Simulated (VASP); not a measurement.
# ZrS (Fm-3m) in VASP: further runs

ZrS is run at these levels: r2SCAN; tasks: single point, relaxation of cell and atoms.

All numbers are computed with VASP 6.6.1; they aren't measurements. Logs are shortened: lines on timing, memory, paths and dates and some standing lists are left out, and cuts for length are marked.

## (1) The cell of the first run

The structure is cubic, space group Fm-3m (No. 225). Conventional cell: a = 5.250 Å, b = 5.250 Å, c = 5.250 Å, α = 90.00°, β = 90.00°, γ = 90.00°. Zr (site symmetry m-3m) has 6 S at 2.62 Å within 3.5 Å. Within 3.5 Å of S (site symmetry m-3m) lie 6 Zr at 2.62 Å.

## (2) Single point, r2SCAN

File POSCAR:

```
ZrS
1.0
    0.0000000000      2.6250000000      2.6250000000
    2.6250000000      0.0000000000      2.6250000000
    2.6250000000      2.6250000000      0.0000000000
Zr S
1 1
Direct
    0.0000000000      0.0000000000      0.0000000000
    0.5000000000      0.5000000000      0.5000000000
```

File INCAR.step1:

```
PREC = Accurate
ENCUT = 520
ISMEAR = 0
SIGMA = 0.1
LREAL = F
LASPH = T
NELM = 80
NBANDS = 16
ISYM = 0
GGA = PE
ALGO = Normal
EDIFF = 1E-4
LWAVE = T
LCHARG = F
```

File INCAR.step2:

```
PREC = Accurate
ENCUT = 520
EDIFF = 1E-7
ISMEAR = 0
SIGMA = 0.1
LREAL = F
LASPH = T
NELM = 80
ALGO = Normal
ISIF = 2
LWAVE = F
LCHARG = F
METAGGA = R2SCAN
LMIXTAU = T
NBANDS = 16
ISYM = 0
ISTART = 1
```

File KPOINTS:

```
Automatic mesh
0
Gamma
  10 10 10
  0.5 0.5 0.5
```

Potentials or basis: VASP PAW PBE potentials, release 64 (Zr_sv, S).

On the command line:

```bash
cat potpaw_PBE.64/Zr_sv/POTCAR potpaw_PBE.64/S/POTCAR > POTCAR
cp INCAR.step1 INCAR
mpirun -np 1 vasp_std > vasp.out
cp INCAR.step2 INCAR
mpirun -np 1 vasp_std > vasp.out
```

OUTCAR:

```text
PREC = Accurate
   ENCUT = 520
   EDIFF = 1E-7
   ISMEAR = 0
   LREAL = F
   LASPH = T
   NELM = 80
   ISIF = 2
   METAGGA = R2SCAN
   ISYM = 0
   ISTART = 1

 ion  position               nearest neighbor table
   1  0.000  0.000  0.000-   2 2.62   2 2.62   2 2.62   2 2.62   2 2.62   2 2.62
   2  0.500  0.500  0.500-   1 2.62   1 2.62   1 2.62   1 2.62   1 2.62   1 2.62

IMPORTANT INFORMATION: All symmetrisations will be switched off!
NOSYMM: (Re-)initialisation of all symmetry stuff for point group C_1.

----------------------------------------------------------------------------------------

                                     Primitive cell

  volume of cell :      36.1758

  direct lattice vectors                    reciprocal lattice vectors
     0.000000000  2.625000000  2.625000000    -0.190476190  0.190476190  0.190476190
     2.625000000  0.000000000  2.625000000     0.190476190 -0.190476190  0.190476190
     2.625000000  2.625000000  0.000000000     0.190476190  0.190476190 -0.190476190

  length of vectors
     3.712310601  3.712310601  3.712310601     0.329914440  0.329914440  0.329914440

  position of ions in fractional coordinates (direct lattice)
     0.000000000  0.000000000  0.000000000
     0.500000000  0.500000000  0.500000000

  ion indices of the primitive-cell ions
   primitive index   ion index
                 1           1
                 2           2

----------------------------------------------------------------------------------------

 KPOINTS: Automatic mesh

Automatic generation of k-mesh.
 Grid dimensions read from file:
 generate k-points for:   10   10   10

 Generating k-lattice:

  Cartesian coordinates                     Fractional coordinates (reciprocal lattice)
    -0.019047619  0.019047619  0.019047619     0.100000000  0.000000000  0.000000000
     0.019047619 -0.019047619  0.019047619     0.000000000  0.100000000  0.000000000
     0.019047619  0.019047619 -0.019047619     0.000000000  0.000000000  0.100000000

  Length of vectors
     0.032991444  0.032991444  0.032991444

  Shift w.r.t. Gamma in fractional coordinates (k-lattice)
     0.500000000  0.500000000  0.500000000

 Subroutine IBZKPT returns following result:
 ===========================================

 Found   2000 irreducible k-points:

 Following reciprocal coordinates:
            Coordinates               Weight
  0.050000  0.050000  0.050000      2.000000
  0.050000  0.000000  0.000000      2.000000
  0.000000  0.000000 -0.050000      2.000000
  0.000000  0.050000  0.000000      2.000000
  0.150000  0.050000  0.050000      2.000000
  0.050000  0.150000  0.050000      2.000000
[... 16 lines left out ...]
  0.000000  0.200000 -0.050000      2.000000
  0.200000  0.000000 -0.050000      2.000000
 [... further k-points ...]
   k-points           NKPTS =   2000   k-points in BZ     NKDIM =   2000   number of bands    NBANDS=     16
   number of dos      NEDOS =    301   number of ions     NIONS =      2
   total plane-waves  NPLWV =  21952
   dimension x,y,z NGX =    28 NGY =   28 NGZ =   28
   dimension x,y,z NGXF=    56 NGYF=   56 NGZF=   56
   ions per type =               1   1
   NGX,Y,Z   is equivalent  to a cutoff of  12.54, 12.54, 12.54 a.u.
   NGXF,Y,Z  is equivalent  to a cutoff of  25.08, 25.08, 25.08 a.u.
 SYSTEM =  unknown system
   PREC   = accura    normal or accurate (medium, high low for compatibility)
   ISTART =      1    job   : 0-new  1-cont  2-samecut
   ICHARG =      0    charge: 1-file 2-atom 10-const
   ISPIN  =      1    spin polarized calculation?
   LNONCOLLINEAR =      F non collinear calculations
   LSORBIT =      F    spin-orbit coupling
   LASPH  =      T    aspherical Exc in radial PAW
   ENCUT  =  520.0 eV  38.22 Ry    6.18 a.u.   6.90  6.90  6.90*2*pi/ulx,y,z
   NELM   =     80;   NELMIN=  2; NELMDL=  0     # of ELM steps
   EDIFF  = 0.1E-06   stopping-criterion for ELM
   LREAL  =      F    real-space projection
   EDIFFG = 0.1E-05   stopping-criterion for IOM
   NSW    =      0    number of steps for IOM
   IBRION =     -1    ionic relax: 0-MD 1-quasi-New 2-CG
   NFREE  =      0    steps in history (QN), initial steepest desc. (CG)
   ISIF   =      2    stress and relaxation
   ISYM   =      0    0-nonsym 1-usesym 2-fastsym
   POTIM  = 0.5000    time-step for ionic-motion
   TEBEG  =    0.0;   TEEND  =   0.0 temperature during run
   PSTRESS=    0.0 pullay stress
   NELECT =      18.0000    total number of electrons
   NUPDOWN=      -1.0000    fix difference up-down
   EMIN   =  10.00;   EMAX   =-10.00  energy-range for DOS
   EFERMI =   0.00;   METHOD = LEGACY
   ISMEAR =     0;   SIGMA  =   0.10  broadening in eV -4-tet -1-fermi 0-gaus
   EFERMI_NEDOS =   21; number of points for ismear=-14 and -15
   IALGO  =     38    algorithm
   IMIX   =      4    mixing-type and parameters
     AMIX     =   0.40;   BMIX     =  1.00
     AMIX_MAG =   1.60;   BMIX_MAG =  1.00
  volume/ion in A,a.u.               =      18.09       122.06
  Fermi-wavevector in a.u.,A,eV,Ry     =   1.297258  2.451462 22.896950  1.682878
  Thomas-Fermi vector in A             =   2.428662
   LORBIT       =      0    0 simple, 1 ext, 2 COOP (PROOUT), +10 PAW based schemes
   METAGGA = R2SCAN    functional components
   LHFCALC =     F    Hartree Fock is set to
   AEXX    =    0.0000 exact exchange contribution
   IVDW    =     0    specifies the selected vdW correction
   LEPSILON=     F    determine dielectric tensor
   LRPA    =     F    only Hartree local field effects (RPA)
 non-spin polarized calculation
 Gauss-broadening in eV      SIGMA  =   0.10
  energy-cutoff  :      520.00
  volume of cell :       36.18
 maximum number of plane-waves:       985
   NGX = 13   NGY = 13   NGZ = 13

 number of electron      18.0000000 magnetization

 Free energy of the ion-electron system (eV)
  ---------------------------------------------------
  ext. energy  EPLUGINS =         0.00000000
  ---------------------------------------------------
  free energy    TOTEN  =       -33.88496691 eV

  energy without entropy =      -33.87911020  energy(sigma->0) =      -33.88203855

 E-fermi :  10.9119     XC(G=0): -11.9642

 val. band max:       10.9115243364   @ k =   0.2000  -0.1000  -0.4500
 cond. band min:      10.9228977688   @ k =  -0.0500  -0.2500   0.2500
 fundamental gap:      0.0113734324
 Fermi energy:        10.9119284846

 k-point     1 :       0.0500    0.0500    0.0500
  band No.  band energies     occupation
      1     -40.9444      2.00000
      2     -18.2344      2.00000
      3     -18.2260      2.00000
      4     -18.2260      2.00000
      5      -5.8278      2.00000
      6       6.7540      2.00000
[... 8 lines left out ...]
     15      18.7438      0.00000
     16      23.2125      0.00000

 k-point     2 :       0.0500    0.0000    0.0000
  band No.  band energies     occupation
      1     -40.9444      2.00000
      2     -18.2344      2.00000
      3     -18.2260      2.00000
      4     -18.2260      2.00000
      5      -5.8278      2.00000
      6       6.7540      2.00000
[... 8 lines left out ...]
     15      18.7438      0.00000
     16      23.2125      0.00000

 k-point     3 :       0.0000    0.0000   -0.0500
  band No.  band energies     occupation
      1     -40.9444      2.00000
      2     -18.2344      2.00000
      3     -18.2260      2.00000
      4     -18.2260      2.00000
      5      -5.8278      2.00000
      6       6.7540      2.00000
[... 8 lines left out ...]
     15      18.7438      0.00000
     16      23.2125      0.00000

 k-point     4 :       0.0000    0.0500    0.0000
  band No.  band energies     occupation
      1     -40.9444      2.00000
      2     -18.2344      2.00000
      3     -18.2260      2.00000
      4     -18.2260      2.00000
      5      -5.8278      2.00000
      6       6.7540      2.00000
[... 8 lines left out ...]
     15      18.7438      0.00000
     16      23.2125      0.00000

 k-point     5 :       0.1500    0.0500    0.0500
  band No.  band energies     occupation
      1     -40.9411      2.00000
      2     -18.2774      2.00000
      3     -18.2359      2.00000
      4     -18.2267      2.00000
      5      -5.6607      2.00000
      6       5.8890      2.00000
[... 8 lines left out ...]
     15      19.2221      0.00000
     16      22.1229      0.00000

 k-point     6 :       0.0500    0.1500    0.0500
  band No.  band energies     occupation
      1     -40.9411      2.00000
      2     -18.2774      2.00000
      3     -18.2359      2.00000
      4     -18.2267      2.00000
      5      -5.6607      2.00000
      6       5.8890      2.00000
[... 8 lines left out ...]
     15      19.2221      0.00000
     16      22.1229      0.00000
[... 267 lines left out ...]
 k-point    21 :       0.2500    0.2000    0.2000
  band No.  band energies     occupation
      1     -40.9338      2.00000
      2     -18.3724      2.00000
      3     -18.2468      2.00000
      4     -18.2333      2.00000
      5      -5.2868      2.00000
      6       4.6553      2.00000
[... 8 lines left out ...]
     15      19.4516      0.00000
     16      20.7516      0.00000

 k-point    22 :       0.0500   -0.2000    0.0000
  band No.  band energies     occupation
      1     -40.9338      2.00000
      2     -18.3724      2.00000
      3     -18.2468      2.00000
      4     -18.2333      2.00000
      5      -5.2868      2.00000
      6       4.6553      2.00000
[... 8 lines left out ...]
     15      19.4516      0.00000
     16      20.7516      0.00000

 k-point    23 :       0.0000    0.2000   -0.0500
  band No.  band energies     occupation
      1     -40.9338      2.00000
      2     -18.3724      2.00000
      3     -18.2468      2.00000
      4     -18.2333      2.00000
      5      -5.2868      2.00000
      6       4.6553      2.00000
[... 8 lines left out ...]
     15      19.4516      0.00000
     16      20.7516      0.00000

 k-point    24 :       0.2000    0.0000   -0.0500
  band No.  band energies     occupation
      1     -40.9338      2.00000
      2     -18.3724      2.00000
      3     -18.2468      2.00000
      4     -18.2333      2.00000
      5      -5.2868      2.00000
      6       4.6553      2.00000
[... 8 lines left out ...]
     15      19.4516      0.00000
     16      20.7516      0.00000

 [... further k-points ...]

------------------------ aborting loop because EDIFF is reached ----------------------------------------

  FORCE on cell =-STRESS in cart. coord.  units (eV):
  Direction    XX          YY          ZZ          XY          YZ          ZX
  --------------------------------------------------------------------------------------
  -------------------------------------------------------------------------------------
  Total       -0.4568643     -0.4568641     -0.4568641     -0.0000115     -0.0000114     -0.0000115
  in kB      -20.2339112    -20.2339059    -20.2339055     -0.0005078     -0.0005061     -0.0005110
  external PRESSURE =     -20.2339075 kB  Pullay stress =       0.0000000 kB

 VOLUME and BASIS-vectors are now :
 -----------------------------------------------------------------------------
  energy-cutoff  :      520.00
  volume of cell :       36.18
      direct lattice vectors                 reciprocal lattice vectors
     0.000000000  2.625000000  2.625000000    -0.190476190  0.190476190  0.190476190
     2.625000000  0.000000000  2.625000000     0.190476190 -0.190476190  0.190476190
     2.625000000  2.625000000  0.000000000     0.190476190  0.190476190 -0.190476190

 POSITION                                       TOTAL-FORCE (eV/Angst)
 -----------------------------------------------------------------------------------
      0.00000      0.00000      0.00000         0.000000     -0.000000     -0.000000
      2.62500      2.62500      2.62500        -0.000000      0.000000      0.000000
 -----------------------------------------------------------------------------------
    total drift:                               -0.000000      0.000000      0.000000

  FREE ENERGIE OF THE ION-ELECTRON SYSTEM (eV)
  ---------------------------------------------------
  free  energy   TOTEN  =       -33.8849669088 eV

  energy  without entropy=      -33.8791101995  energy(sigma->0) =      -33.88203855
```

Run time: 36 min. Hardware: 1 thread of Intel Xeon Platinum 8559C (Emerald Rapids), shared host; peak memory 1.1 GiB.

What came out:

| Quantity | Value |
| --- | --- |
| Free energy | -33.8850 eV |
| Pressure | -2.0 GPa |
| Band gap on the k mesh | zero (band 9 reaches 12.23 eV, above the bottom of band 10 at 9.57 eV) |

Levels at points of the mesh, in eV from the Fermi level:
```tsv
k point	band 5	band 6	band 7	band 8	band 9	band 10	band 11	band 12	band 13	band 14
(0.05, 0.05, 0.05)	-16.74	-4.16	-4.09	-4.09	-1.34	-1.34	-1.32	-0.49	-0.49	2.49
```

Caveat: the PAW data sets were made with another functional, which shifts forces and pressure a little.

## (3) Relaxation of cell and atoms, r2SCAN

POSCAR is that of step 2.

File INCAR.step1:

```
SYSTEM = ZrS
PREC = Accurate
ENCUT = 600
ISMEAR = 0
SIGMA = 0.1
LREAL = .FALSE.
LASPH = .TRUE.
NELM = 100
GGA = PE
ALGO = Normal
EDIFF = 1E-4
LWAVE = .TRUE.
LCHARG = .FALSE.
```

File INCAR.step2:

```
SYSTEM = ZrS
PREC = Accurate
ENCUT = 600
EDIFF = 1E-6
ISMEAR = 0
SIGMA = 0.1
LREAL = .FALSE.
LASPH = .TRUE.
NELM = 100
ALGO = Normal
ISIF = 3
LWAVE = .FALSE.
LCHARG = .FALSE.
METAGGA = R2SCAN
LMIXTAU = .TRUE.
IBRION = 2
NSW = 80
EDIFFG = -0.01
ISTART = 1
```

File KPOINTS:

```
Automatic mesh
0
G
  14 14 14
  0 0 0
```

Potentials or basis: VASP PAW PBE potentials, release 64 (Zr_sv, S).

On the command line:

```bash
cat potpaw_PBE.64/Zr_sv/POTCAR potpaw_PBE.64/S/POTCAR > POTCAR
cp INCAR.step1 INCAR
mpirun -np 1 vasp_std > vasp.out
cp INCAR.step2 INCAR
mpirun -np 1 vasp_std > vasp.out
```

Run time: 15 min. Hardware: 1 thread of Oxide Virtual Turin-like, shared host; peak memory 0.18 GiB.

Results (log left out):

```yaml
Free_energy: -33.8840 eV
Relaxed_volume: 17.83 Å³/atom
Relaxed_cell: a = 3.694 Å, b = 3.694 Å, c = 3.694 Å, α = 60.00°, β = 60.00°, γ = 60.00°
Space_group_after_relaxing_to_0.05_Å: Fm-3m (No. 225)
Energy_gained_by_relaxing: 1.6 meV/atom
Ionic_steps: 3
Pressure_after_relaxing: 0.0 GPa
```

The path:
```tsv
step	energy change (eV)	largest force (eV/Å)	pressure (GPa)	volume (Å³)
1	0.0000	0.0000	-1.97	36.18
2	0.0018	0.0000	2.61	35.02
3	-0.0033	0.0000	-0.01	35.66
```

Final structure:
```
Zr S
1.0
     0.00000    2.61234    2.61234
     2.61234    0.00000    2.61234
     2.61234    2.61234    0.00000
Zr S
1 1
Direct
  0.00000 0.00000 0.00000
  0.50000 0.50000 0.50000
```

Levels at points of the mesh, in eV from the Fermi level:
| k point | band 6 | band 7 | band 8 | band 9 | band 10 | band 11 | band 12 | band 13 |
| --- | --- | --- | --- | --- | --- | --- | --- | --- |
| (0.00, 0.00, 0.00) | -4.00 | -4.00 | -4.00 | -1.47 | -1.47 | -1.47 | -0.72 | -0.72 |
| (0.50, 0.00, 0.00) | -8.59 | -6.51 | -6.51 | 1.52 | 1.52 | 1.88 | 2.09 | 5.89 |
| (0.50, 0.50, 0.00) | -6.81 | -4.98 | -4.98 | -3.61 | 0.53 | 2.43 | 2.43 | 3.10 |

Caveat: the bands computed are all filled at some k points, so no gap is given; the PAW data sets were made with another functional, which shifts forces and pressure a little.
